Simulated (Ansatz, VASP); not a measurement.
SnTe in VASP and in Ansatz

The input INCAR:

```
SYSTEM = SnTe
PREC = Accurate
ENCUT = 520
EDIFF = 1E-6
ISMEAR = 0
SIGMA = 0.15
LREAL = .False.
LASPH = .True.
NELM = 80
ALGO = Normal
ISIF = 2
LWAVE = .False.
LCHARG = .True.
GGA = PE
IVDW = 12
LELF = .True.
LVHAR = .True.
NBANDS = 17
```

File KPOINTS:

```
regular mesh
0
Gamma
  16 16 16
  0 0 0
```

POSCAR

```
SnTe
1.0
    3.8258851498      0.0000000000      0.0000000000
    0.0000000000      3.8258851498      0.0000000000
    0.0000000000      0.0000000000      3.8258851498
Sn Te
1 1
Direct
    0.0754531627      0.0754531627      0.0754531627
    0.5000000000      0.5000000000      0.5000000000
```

Input for Ansatz:

```yaml
crystal:
  lattice:
    - [3.8258851498, 0.0, 0.0]
    - [0.0, 3.8258851498, 0.0]
    - [0.0, 0.0, 3.8258851498]
  atoms:
    - { symbol: Sn, position: [0.0754531627, 0.0754531627, 0.0754531627] }
    - { symbol: Te, position: [0.5, 0.5, 0.5] }
basis:
  ecutwfc: 420
kpoints:
  mp_grid: { grid: [16, 16, 16] }
hamiltonian:
  xc: pbe
  dispersion: d3bj
scf:
  occupations: { method: gaussian, width: 0.15 }
output:
  forces: true
  stress: true
  eigenvalues: true
```

Change from the starting cell: all Sn atoms moved -0.500 Å, as atom 1 towards its neighbour atom 2 (Te) at 3.313 Å.

Alike in both runs: task single point; functional PBE; dispersion D3(BJ); k mesh 16 × 16 × 16; occupations gaussian, width 0.15 eV; no spin polarisation.

|  | VASP | Ansatz |
| --- | --- | --- |
| version | VASP 6.6.1 | Ansatz 0.2.0 |
| potentials or method | VASP PAW PBE potentials, release 64 (Sn_d, Te), cutoff 520 eV | scalar-relativistic, plane waves, PAW |
| valence electrons in the cell | 20 | 30 |

```tsv
	VASP	Ansatz	Ansatz less VASP
gap on the k mesh at the Fermi level (eV)	none	none	-
pressure (GPa)	3.8	3.8	+0.02
traceless stress, the component that is largest in VASP (GPa)	2.23	2.22	-0.018
rms of the force components (eV/Å)	0.426	0.419	-0.0067
```

Atom by atom the forces differ by 0.007 eV/Å (rms over components). A gap of «none» marks a metal or a gap that the smearing closes. VASP's potentials hold 20 valence electrons a cell and Ansatz's 30, so a difference there can come from the potentials and not from the codes.

Spin-orbit coupling is off throughout.
